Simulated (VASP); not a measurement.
A run of VASP 6.6.1:

File INCAR:

```
ALGO = Normal
EDIFF = 1E-6
ENCUT = 520
GGA = PE
ISIF = 2
ISMEAR = 0
LASPH = T
LCHARG = F
LREAL = F
LWAVE = F
NBANDS = 24
NELM = 100
PREC = Accurate
SIGMA = 0.1
```

File KPOINTS:

```
k-points
0
Gamma
  6 6 6
```

Contents of POSCAR:

```
SbMo2
1.0
    4.4558511847      0.0000000000      0.0000000000
   -2.2279255923      3.8588803214      0.0000000000
    0.0000000000      0.0000000000      3.2376512028
Sb Mo
1 2
Direct
    0.0000000000      0.0000000000      0.0000000000
    0.3333333333      0.6666666667      0.5000000000
    0.6666666667      0.3333333333      0.5000000000
```

Potentials or basis: VASP PAW PBE potentials, release 64 (Sb, Mo_sv).

The run is started by

```bash
$ cat potpaw_PBE.64/Sb/POTCAR potpaw_PBE.64/Mo_sv/POTCAR > POTCAR
$ mpirun -np 1 vasp_std > vasp.out
```

Hardware: 1 thread of Oxide Virtual Turin-like Processor (shared host).

Question: How long does it take, and how much memory?

Answer: Run time: 39 s on 1 thread of Oxide Virtual Turin-like Processor (shared host), peak memory 0.16 GiB. Counts: scf iterations 12, k points 28.
